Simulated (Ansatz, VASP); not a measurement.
## Co: VASP beside Ansatz

The input INCAR:

```
  ALGO = Normal
  EDIFF = 1E-6
  ENCUT = 520
  GGA = PE
  ISIF = 2
  ISMEAR = -1
  ISPIN = 2
  LASPH = T
  LCHARG = T
  LELF = T
  LMAXMIX = 4
  LORBIT = 11
  LREAL = F
  LVHAR = T
  LWAVE = F
  MAGMOM = 1.7 1.7
  NBANDS = 20
  NELM = 150
  PREC = Accurate
  SIGMA = 0.1
```

Contents of KPOINTS:

```
k-points
0
Gamma
  14 14 8
```

Contents of POSCAR:

```
Co
1.0
    2.4873648738      0.0000000000      0.0000000000
   -1.2436824369      2.1541211692      0.0000000000
    0.0000000000      0.0000000000      4.0632895034
Co
2
Direct
    0.6666666667      0.3333333333      0.2598610000
    0.3333333333      0.6666666667      0.7401390000
```

Input for Ansatz:

```yaml
crystal:
  lattice:
    - [2.4873648738, 0.0, 0.0]
    - [-1.2436824369, 2.1541211692, 0.0]
    - [0.0, 0.0, 4.0632895034]
  atoms:
    - { symbol: Co, position: [0.6666666667, 0.3333333333, 0.259861], spin: 1.7 }
    - { symbol: Co, position: [0.3333333333, 0.6666666667, 0.740139], spin: 1.7 }
magnetization:
  spin_polarized: true
kpoints:
  mp_grid: { grid: [14, 14, 8] }
scf:
  occupations: { method: fermi_dirac, width: 0.1 }
  lower_state_search: "off"
hamiltonian:
  xc: pbe
  pseudopotentials: { kind: all_electron, datasets: crystal }
output:
  eigenvalues: false
  eigenstates:
    nscf_kmesh: { grid: [20, 20, 11] }
    top_band: c21
    magnetocrystalline_anisotropy:
      directions: [[0.0, 0.0, 1.0], [1.0, 0.0, 0.0], [0.8660254, 0.5, 0.0]]
```

Alike in both runs: task single point; functional PBE; k mesh 14 × 14 × 8; occupations fermi-dirac, width 0.1 eV; collinear spin.

```csv
,VASP,Ansatz
version,VASP 6.6.1,Ansatz 0.2.0
potentials or method,"VASP PAW PBE potentials, release 64 (Co), cutoff 520 eV","all-electron PAW with datasets made for the crystal, scalar-relativistic"
```

|  | VASP | Ansatz | Ansatz less VASP |
| --- | --- | --- | --- |
| net moment per atom (μB) | 1.60 | 1.61 | +0.014 |
| size of the moment on the site where the two differ most (μB) | 1.62 | 1.69 | +0.071 |

Site moments also hang on the region over which each program counts them. Ansatz ran all-electron here, and VASP with PAW potentials. Ansatz's warnings: band levels unverified.
